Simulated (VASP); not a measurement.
Wanted: the native input for a VASP 6.6.1 run.

```yaml
Task: single point
Functional: PBE
Potentials_or_basis: VASP PAW PBE potentials, release 64 (Si, O)
Cutoff: 520 eV
k_mesh: 6 × 6 × 6
Occupations: gaussian, width 0.05 eV
Spin: no spin polarisation
Dipole_correction: no
Further_INCAR_settings: ALGO = Normal; EDIFF = 1e-06; NBANDS = 25
```

The structure of SiO2 lies in POSCAR:

```
SiO2
1.0
   -2.5133692696      2.5133692696      3.6893906705
    2.5133692696     -2.5133692696      3.6893906705
    2.5133692696      2.5133692696     -3.6893906705
Si O
2 4
Direct
    0.0000000000      0.0000000000      0.0000000000
    0.7500000000      0.2500000000      0.5000000000
    0.9222506270      0.6250000000      0.7972506270
    0.3750000000      0.1722506270      0.2972506270
    0.8277493730      0.1250000000      0.2027493730
    0.8750000000      0.0777493730      0.7027493730
```

This cell differs from its parent crystal: atoms displaced along a vibrational mode.

These files were run (other wordings do the same):

INCAR

```
  PREC = Accurate
  ENCUT = 520
  EDIFF = 1E-6
  ISMEAR = 0
  SIGMA = 0.05
  LREAL = False
  LASPH = True
  NELM = 100
  ALGO = Normal
  ISIF = 2
  LWAVE = False
  LCHARG = False
  GGA = PE
  NBANDS = 25
```

KPOINTS

```
Automatic mesh
0
Gamma
  6 6 6
```

Potentials or basis: VASP PAW PBE potentials, release 64 (Si, O).

The run is started by

```bash
$ cat potpaw_PBE.64/Si/POTCAR potpaw_PBE.64/O/POTCAR > POTCAR
$ mpirun -np 1 vasp_std > vasp.out
```

It gave:

* Pressure: 13.5 GPa
* Largest force: 0.571 eV/Å
* Band gap on the k mesh: 5.75 eV

Caveat: the cell differs from its parent crystal (atoms displaced along a vibrational mode); the cell stands under pressure.

Wall time 96 s on 1 thread of Intel Xeon 8259CL, on a shared host, peak memory 0.25 GiB.
